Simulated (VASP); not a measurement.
# Pb (Fm-3m) in VASP: further runs

The runs below take Pb through single point, relaxation of cell and atoms, with PBEsol+D3(BJ).

Everything below comes from runs of VASP 6.6.1. Logs are shortened: lines on timing, memory, paths and dates and some standing lists are left out, and cuts for length are marked.

**1. The cell of the first run**

It takes space group Fm-3m (No. 225, cubic). The conventional cell has a = 4.856 Å, b = 4.856 Å, c = 4.856 Å, α = 90.00°, β = 90.00°, γ = 90.00°. Within 4.5 Å of Pb (site symmetry m-3m) lie 12 Pb at 3.43 Å.

**2. Single point, PBEsol+D3(BJ)**

Input file INCAR:

```
SYSTEM = Pb
  PREC = Accurate
  ENCUT = 500
  EDIFF = 1E-6
  ISMEAR = -1
  SIGMA = 0.1
  LREAL = .False.
  LASPH = .True.
  NELM = 120
  ALGO = Normal
  ISIF = 2
  LWAVE = .False.
  LCHARG = .True.
  GGA = PS
  IVDW = 12
  LELF = .True.
  LVHAR = .True.
  NBANDS = 13
  GGA_COMPAT = .False.
```

Input file KPOINTS:

```
regular mesh
0
Gamma
  8 8 8
  0 0 0
```

Input file POSCAR:

```
Pb
1.0
    0.0000000000      2.4279401426      2.4279401426
    2.4279401426      0.0000000000      2.4279401426
    2.4279401426      2.4279401426      0.0000000000
Pb
1
Direct
    0.0000000000      0.0000000000      0.0000000000
```

Potentials or basis: VASP PAW PBE potentials, release 64 (Pb_d).

Run with:

```bash
$ cat potpaw_PBE.64/Pb_d/POTCAR > POTCAR
$ mpirun -np 1 vasp_std > vasp.out
```

OUTCAR:

```text
SYSTEM = Pb
   PREC = Accurate
   ENCUT = 500
   EDIFF = 1E-6
   ISMEAR = -1
   LREAL = .False.
   LASPH = .True.
   NELM = 120
   ISIF = 2
   GGA = PS
   IVDW = 12
 IVDW          = 12

 ion  position               nearest neighbor table
   1  0.000  0.000  0.000-

  LATTYP: Found a face centered cubic cell.
 ALAT       =     4.8558802852

  Lattice vectors:

 A1 = (   0.0000000000,   2.4279401426,   2.4279401426)
 A2 = (   2.4279401426,   0.0000000000,   2.4279401426)
 A3 = (   2.4279401426,   2.4279401426,   0.0000000000)

Analysis of symmetry for initial positions (statically):
=====================================================================
 Subroutine PRICEL returns:
 Original cell was already a primitive cell.

 Routine SETGRP: Setting up the symmetry group for a
 face centered cubic supercell.

 Subroutine GETGRP returns: Found 48 space group operations
 (whereof 48 operations were pure point group operations)
 out of a pool of 48 trial point group operations.

The static configuration has the point symmetry O_h .

Analysis of symmetry for dynamics (positions and initial velocities):
=====================================================================
 Subroutine PRICEL returns:
 Original cell was already a primitive cell.

 Routine SETGRP: Setting up the symmetry group for a
 face centered cubic supercell.

 Subroutine GETGRP returns: Found 48 space group operations
 (whereof 48 operations were pure point group operations)
 out of a pool of 48 trial point group operations.

The dynamic configuration has the point symmetry O_h .

 Subroutine INISYM returns: Found 48 space group operations
 (whereof 48 operations are pure point group operations),
 and found     1 'primitive' translations

----------------------------------------------------------------------------------------

                                     Primitive cell

  volume of cell :      28.6249

  direct lattice vectors                    reciprocal lattice vectors
     0.000000000  2.427940143  2.427940143    -0.205935884  0.205935884  0.205935884
     2.427940143  0.000000000  2.427940143     0.205935884 -0.205935884  0.205935884
     2.427940143  2.427940143  0.000000000     0.205935884  0.205935884 -0.205935884

  length of vectors
     3.433625878  3.433625878  3.433625878     0.356691414  0.356691414  0.356691414

  position of ions in fractional coordinates (direct lattice)
     0.000000000  0.000000000  0.000000000

  ion indices of the primitive-cell ions
   primitive index   ion index
                 1           1

----------------------------------------------------------------------------------------

 KPOINTS: regular mesh

Automatic generation of k-mesh.
 Grid dimensions read from file:
 generate k-points for:    8    8    8

 Generating k-lattice:

  Cartesian coordinates                     Fractional coordinates (reciprocal lattice)
    -0.025741986  0.025741986  0.025741986     0.125000000  0.000000000  0.000000000
     0.025741986 -0.025741986  0.025741986     0.000000000  0.125000000  0.000000000
     0.025741986  0.025741986 -0.025741986     0.000000000  0.000000000  0.125000000

  Length of vectors
     0.044586427  0.044586427  0.044586427

  Shift w.r.t. Gamma in fractional coordinates (k-lattice)
     0.000000000  0.000000000  0.000000000

 Subroutine IBZKPT returns following result:
 ===========================================

 Found     29 irreducible k-points:

 Following reciprocal coordinates:
            Coordinates               Weight
  0.000000  0.000000  0.000000      1.000000
  0.125000  0.000000  0.000000      8.000000
  0.250000  0.000000  0.000000      8.000000
  0.375000  0.000000  0.000000      8.000000
  0.500000  0.000000  0.000000      4.000000
  0.125000  0.125000  0.000000      6.000000
[... 16 lines left out ...]
  0.500000  0.250000  0.125000     48.000000
 -0.375000  0.250000  0.125000     24.000000
 [... further k-points ...]
   k-points           NKPTS =     29   k-points in BZ     NKDIM =     29   number of bands    NBANDS=     13
   number of dos      NEDOS =    301   number of ions     NIONS =      1
   total plane-waves  NPLWV =  21952
   dimension x,y,z NGX =    28 NGY =   28 NGZ =   28
   dimension x,y,z NGXF=    56 NGYF=   56 NGZF=   56
   ions per type =               1
   NGX,Y,Z   is equivalent  to a cutoff of  13.56, 13.56, 13.56 a.u.
   NGXF,Y,Z  is equivalent  to a cutoff of  27.11, 27.11, 27.11 a.u.
 SYSTEM =  Pb
   PREC   = accura    normal or accurate (medium, high low for compatibility)
   ISTART =      0    job   : 0-new  1-cont  2-samecut
   ICHARG =      2    charge: 1-file 2-atom 10-const
   ISPIN  =      1    spin polarized calculation?
   LNONCOLLINEAR =      F non collinear calculations
   LSORBIT =      F    spin-orbit coupling
   LASPH  =      T    aspherical Exc in radial PAW
   ENCUT  =  500.0 eV  36.75 Ry    6.06 a.u.   6.26  6.26  6.26*2*pi/ulx,y,z
   NELM   =    120;   NELMIN=  2; NELMDL= -5     # of ELM steps
   EDIFF  = 0.1E-05   stopping-criterion for ELM
   LREAL  =      F    real-space projection
   EDIFFG = 0.1E-04   stopping-criterion for IOM
   NSW    =      0    number of steps for IOM
   IBRION =     -1    ionic relax: 0-MD 1-quasi-New 2-CG
   NFREE  =      0    steps in history (QN), initial steepest desc. (CG)
   ISIF   =      2    stress and relaxation
   ISYM   =      2    0-nonsym 1-usesym 2-fastsym
   POTIM  = 0.5000    time-step for ionic-motion
   TEBEG  =    0.0;   TEEND  =   0.0 temperature during run
   PSTRESS=    0.0 pullay stress
   NELECT =      14.0000    total number of electrons
   NUPDOWN=      -1.0000    fix difference up-down
   EMIN   =  10.00;   EMAX   =-10.00  energy-range for DOS
   EFERMI =   0.00;   METHOD = LEGACY
   ISMEAR =    -1;   SIGMA  =   0.10  broadening in eV -4-tet -1-fermi 0-gaus
   EFERMI_NEDOS =   21; number of points for ismear=-14 and -15
   IALGO  =     38    algorithm
   IMIX   =      4    mixing-type and parameters
     AMIX     =   0.40;   BMIX     =  1.00
     AMIX_MAG =   1.60;   BMIX_MAG =  1.00
  volume/ion in A,a.u.               =      28.62       193.17
  Fermi-wavevector in a.u.,A,eV,Ry     =   1.289841  2.437446 22.635877  1.663690
  Thomas-Fermi vector in A             =   2.421709
   LORBIT       =      0    0 simple, 1 ext, 2 COOP (PROOUT), +10 PAW based schemes
   GGA     = PS    functional components
   LHFCALC =     F    Hartree Fock is set to
   AEXX    =    0.0000 exact exchange contribution
   IVDW    =    12    specifies the selected vdW correction
   LEPSILON=     F    determine dielectric tensor
   LRPA    =     F    only Hartree local field effects (RPA)
 non-spin polarized calculation
  energy-cutoff  :      500.00
  volume of cell :       28.62
 maximum number of plane-waves:       740
 NGX is ok and might be reduce to    28
   NGX = 13   NGY = 13   NGZ = 13

 number of electron      14.0000001 magnetization

 Free energy of the ion-electron system (eV)
  ---------------------------------------------------
  ext. energy  EPLUGINS =         0.00000000
  ---------------------------------------------------
  free energy    TOTEN  =        -4.00801890 eV

  energy without entropy =       -3.99211575  energy(sigma->0) =       -4.00006732

 E-fermi :   7.7826     XC(G=0): -10.6204

 val. band max:        7.6872982429   @ k =   0.3750   0.2500   0.0000
 cond. band min:       7.8739042560   @ k =  -0.3750   0.2500   0.0000
 fundamental gap:      0.1866060130
 Fermi energy:         7.7825510242

 k-point     1 :       0.0000    0.0000    0.0000
  band No.  band energies     occupation
      1      -9.2680      2.00000
      2      -9.2680      2.00000
      3      -9.2680      2.00000
      4      -9.0991      2.00000
      5      -9.0991      2.00000
      6      -4.4109      2.00000
      7      15.6374      0.00000
      8      15.6374      0.00000
      9      15.6374      0.00000
     10      17.5573      0.00000
     11      19.8202      0.00000
     12      20.6811      0.00000
     13      20.6811      0.00000

 k-point     2 :       0.1250    0.0000    0.0000
  band No.  band energies     occupation
      1      -9.2702      2.00000
      2      -9.2443      2.00000
      3      -9.2443      2.00000
      4      -9.0988      2.00000
      5      -9.0988      2.00000
      6      -4.0908      2.00000
      7      12.6770      0.00000
      8      15.2677      0.00000
      9      15.2677      0.00000
     10      17.2196      0.00000
     11      20.7527      0.00000
     12      21.3454      0.00000
     13      21.3455      0.00000

 k-point     3 :       0.2500    0.0000    0.0000
  band No.  band energies     occupation
      1      -9.2829      2.00000
      2      -9.2256      2.00000
      3      -9.2256      2.00000
      4      -9.0579      2.00000
      5      -9.0579      2.00000
      6      -3.1294      2.00000
      7       8.6035      0.00054
      8      14.5311      0.00000
      9      14.5311      0.00000
     10      16.9633      0.00000
     11      19.5417      0.00000
     12      20.4755      0.00000
     13      20.4755      0.00000

 k-point     4 :       0.3750    0.0000    0.0000
  band No.  band energies     occupation
      1      -9.3041      2.00000
      2      -9.2443      2.00000
      3      -9.2443      2.00000
      4      -8.9774      2.00000
      5      -8.9774      2.00000
      6      -1.6129      2.00000
      7       5.1058      2.00000
      8      13.9036      0.00000
      9      13.9036      0.00000
     10      16.9303      0.00000
     11      18.2870      0.00000
     12      19.6038      0.00000
     13      19.6038      0.00000

 k-point     5 :       0.5000    0.0000    0.0000
  band No.  band energies     occupation
      1      -9.3148      2.00000
      2      -9.2557      2.00000
      3      -9.2557      2.00000
      4      -8.9394      2.00000
      5      -8.9394      2.00000
      6      -0.4263      2.00000
      7       3.2476      2.00000
      8      13.6617      0.00000
      9      13.6617      0.00000
     10      17.0236      0.00000
     11      17.7619      0.00000
     12      19.3154      0.00000
     13      19.3154      0.00000
[... 257 lines left out ...]
 k-point    22 :       0.3750    0.2500    0.1250
  band No.  band energies     occupation
      1      -9.3157      2.00000
      2      -9.2169      2.00000
      3      -9.1439      2.00000
      4      -9.0953      2.00000
      5      -8.9988      2.00000
      6      -2.2926      2.00000
      7       8.5271      0.00117
      8      10.2902      0.00000
      9      13.0837      0.00000
     10      17.0679      0.00000
     11      17.6496      0.00000
     12      20.9058      0.00000
     13      23.4083      0.00000

 k-point    23 :       0.5000    0.2500    0.1250
  band No.  band energies     occupation
      1      -9.2877      2.00000
      2      -9.2442      2.00000
      3      -9.1418      2.00000
      4      -9.0482      2.00000
      5      -8.9683      2.00000
      6      -0.8525      2.00000
      7       5.8383      2.00000
      8       9.3554      0.00000
      9      11.7678      0.00000
     10      16.8564      0.00000
     11      19.2904      0.00000
     12      20.6864      0.00000
     13      23.5212      0.00000

 k-point    24 :      -0.3750    0.2500    0.1250
  band No.  band energies     occupation
      1      -9.2746      2.00000
      2      -9.2559      2.00000
      3      -9.1238      2.00000
      4      -9.0550      2.00000
      5      -8.9483      2.00000
      6       0.1977      2.00000
      7       4.2298      2.00000
      8       9.2627      0.00000
      9      11.1663      0.00000
     10      16.7420      0.00000
     11      19.1428      0.00000
     12      23.3194      0.00000
     13      23.9044      0.00000

 [... further k-points ...]

------------------------ aborting loop because EDIFF is reached ----------------------------------------

 Edisp (eV)   -0.46868

 E8    (eV) :    -0.3426

  FORCE on cell =-STRESS in cart. coord.  units (eV):
  Direction    XX          YY          ZZ          XY          YZ          ZX
  --------------------------------------------------------------------------------------
  -------------------------------------------------------------------------------------
  Total      -0.02198    -0.02198    -0.02198    -0.00000    -0.00000    -0.00000
  in kB      -1.23003    -1.23003    -1.23003    -0.00000    -0.00000    -0.00000
  external pressure =       -1.23 kB  Pullay stress =        0.00 kB

 VOLUME and BASIS-vectors are now :
 -----------------------------------------------------------------------------
  energy-cutoff  :      500.00
  volume of cell :       28.62
      direct lattice vectors                 reciprocal lattice vectors
     0.000000000  2.427940143  2.427940143    -0.205935884  0.205935884  0.205935884
     2.427940143  0.000000000  2.427940143     0.205935884 -0.205935884  0.205935884
     2.427940143  2.427940143  0.000000000     0.205935884  0.205935884 -0.205935884

 POSITION                                       TOTAL-FORCE (eV/Angst)
 -----------------------------------------------------------------------------------
      0.00000      0.00000      0.00000        -0.000000      0.000000     -0.000000
 -----------------------------------------------------------------------------------
    total drift:                               -0.000000     -0.000000     -0.000000

  FREE ENERGIE OF THE ION-ELECTRON SYSTEM (eV)
  ---------------------------------------------------
  free  energy   TOTEN  =        -4.4767025308 eV

  energy  without entropy=       -4.4607993875  energy(sigma->0) =       -4.46875096
```

Wall time 5.1 s (1 thread of Intel Xeon 6975P-C (Granite Rapids), shared host); peak memory 0.16 GiB.

Results:

| Item | Value |
| --- | --- |
| Free energy | -4.4767 eV |
| Pressure | -0.1 GPa |
| Band gap on the k mesh | zero (bands 7 and 8 overlap by 9.37 eV) |
| Dispersion energy per atom | -0.469 eV |

Caveat: the PAW data sets were made with another functional, which shifts forces and pressure a little; spin-orbit coupling is left out, which moves the levels of the heavy elements.

**3. Relaxation of cell and atoms, PBEsol+D3(BJ)**

This run uses another cell than the first one, of 30.32 Å³/atom.

Input file INCAR:

```
ALGO = Normal
EDIFF = 1E-7
EDIFFG = -0.03
ENCUT = 500
GGA = PS
GGA_COMPAT = F
IBRION = 2
ISIF = 3
ISMEAR = -1
IVDW = 12
LASPH = T
LCHARG = F
LREAL = F
LWAVE = F
NELM = 120
NELMIN = 4
NSW = 60
PREC = Accurate
SIGMA = 0.1
```

Input file KPOINTS:

```
k-points
0
Gamma
  8 8 8
```

Input file POSCAR:

```
Pb
1.0
    0.0000000000      2.4750000000      2.4750000000
    2.4750000000      0.0000000000      2.4750000000
    2.4750000000      2.4750000000      0.0000000000
Pb
1
Direct
    0.0000000000      0.0000000000      0.0000000000
```

Potentials or basis: VASP PAW PBE potentials, release 64 (Pb_d).

Run with:

```bash
$ cat potpaw_PBE.64/Pb_d/POTCAR > POTCAR
$ mpirun -np 1 vasp_std > vasp.out
```

OUTCAR:

```text
EDIFF = 1E-7
   EDIFFG = -0.03
   ENCUT = 500
   GGA = PS
   IBRION = 2
   ISIF = 3
   ISMEAR = -1
   IVDW = 12
   LASPH = T
   LREAL = F
   NELM = 120
   NELMIN = 4
   NSW = 60
   PREC = Accurate
 IVDW          = 12

 ion  position               nearest neighbor table
   1  0.000  0.000  0.000-

  LATTYP: Found a face centered cubic cell.
 ALAT       =     4.9500000000

  Lattice vectors:

 A1 = (   0.0000000000,   2.4750000000,   2.4750000000)
 A2 = (   2.4750000000,   0.0000000000,   2.4750000000)
 A3 = (   2.4750000000,   2.4750000000,   0.0000000000)

Analysis of symmetry for initial positions (statically):
=====================================================================
 Subroutine PRICEL returns:
 Original cell was already a primitive cell.

 Routine SETGRP: Setting up the symmetry group for a
 face centered cubic supercell.

 Subroutine GETGRP returns: Found 48 space group operations
[... 248 lines left out ...]
  free energy    TOTEN  =        -4.00795088 eV

  energy without entropy =       -3.99198059  energy(sigma->0) =       -3.99996574

 E-fermi :   7.8090     XC(G=0): -10.6308

 val. band max:        7.7158020009   @ k =   0.3750   0.2500   0.0000
 cond. band min:       7.8990968011   @ k =  -0.3750   0.2500   0.0000
 fundamental gap:      0.1832948002
 Fermi energy:         7.8090488690

 k-point     1 :       0.0000    0.0000    0.0000
  band No.  band energies     occupation
      1      -9.2451      2.00000
      2      -9.2451      2.00000
      3      -9.2451      2.00000
      4      -9.0751      2.00000
      5      -9.0751      2.00000
      6      -4.4015      2.00000
      7      15.6793      0.00000
      8      15.6793      0.00000
      9      15.6793      0.00000
     10      17.5829      0.00000
     11      19.8721      0.00000
[... 309 lines left out ...]
 k-point    24 :      -0.3750    0.2500    0.1250
  band No.  band energies     occupation
      1      -9.2518      2.00000
      2      -9.2332      2.00000
      3      -9.1001      2.00000
      4      -9.0309      2.00000
      5      -8.9234      2.00000
      6       0.2219      2.00000
      7       4.2460      2.00000
      8       9.2914      0.00000
      9      11.1958      0.00000
     10      16.7751      0.00000
     11      19.1832      0.00000

 [... further k-points ...]

------------------------ aborting loop because EDIFF is reached ----------------------------------------

 Edisp (eV)   -0.46971

 E8    (eV) :    -0.3434
[... 24 lines left out ...]
  FREE ENERGIE OF THE ION-ELECTRON SYSTEM (eV)
  ---------------------------------------------------
  free  energy   TOTEN  =        -4.4776588492 eV

  energy  without entropy=       -4.4616885611  energy(sigma->0) =       -4.46967371

 reached required accuracy - stopping structural energy minimisation
```

OSZICAR:

```text
N       E                     dE             d eps       ncg     rms          rms(c)
DAV:   1     0.102371766292E+03    0.10237E+03   -0.73289E+03   641   0.146E+03
DAV:   2     0.383738367690E+00   -0.10199E+03   -0.99842E+02   647   0.327E+02
DAV:   3    -0.393125880728E+01   -0.43150E+01   -0.42889E+01   747   0.794E+01
[... 23 lines left out ...]
DAV:   4    -0.400793901975E+01    0.14332E-04   -0.38718E-04   659   0.239E-01    0.223E-02
DAV:   5    -0.400795595767E+01   -0.16938E-04   -0.22243E-04   669   0.140E-01    0.121E-02
DAV:   6    -0.400795030715E+01    0.56505E-05   -0.15689E-05   740   0.798E-02    0.232E-03
DAV:   7    -0.400795089061E+01   -0.58346E-06   -0.15935E-06   712   0.167E-02    0.418E-04
DAV:   8    -0.400795088007E+01    0.10542E-07   -0.21919E-08   369   0.151E-03
   3 F= -.44776588E+01 E0= -.44696737E+01  d E =-.166705E-01
```

Run time: 11 s. Hardware: 1 thread of Intel Xeon 6975P-C (Granite Rapids), shared host; peak memory 0.17 GiB.

Results:

```yaml
Free_energy: -4.4777 eV
Relaxed_volume: 28.56 Å³/atom
Relaxed_cell: a = 3.431 Å, b = 3.431 Å, c = 3.431 Å, α = 60.00°, β = 60.00°, γ = 60.00°
Space_group_after_relaxing_to_0.1_Å: Fm-3m (No. 225)
Energy_gained_by_relaxing: 16.7 meV/atom
Ionic_steps: 3
Pressure_after_relaxing: 0.0 GPa
Band_gap_on_the_k_mesh: zero (bands 7 and 8 overlap by 9.39 eV)
Dispersion_energy_per_atom: -0.470 eV
```

Step by step:
| step | energy change (eV) | largest force (eV/Å) | pressure (GPa) | volume (Å³) |
| --- | --- | --- | --- | --- |
| 1 | 0.0000 | 0.0000 | -2.87 | 30.32 |
| 2 | -0.0146 | 0.0000 | 1.18 | 28.00 |
| 3 | -0.0167 | 0.0000 | 0.00 | 28.56 |

Final structure:
```xyz
1
Lattice="0.0000 2.4262 2.4262 2.4262 0.0000 2.4262 2.4262 2.4262 0.0000" Properties=species:S:1:pos:R:3 pbc="T T T"
Pb    0.0000    0.0000    0.0000
```

Caveat: the PAW data sets were made with another functional, which shifts forces and pressure a little; spin-orbit coupling is left out, which moves the levels of the heavy elements.
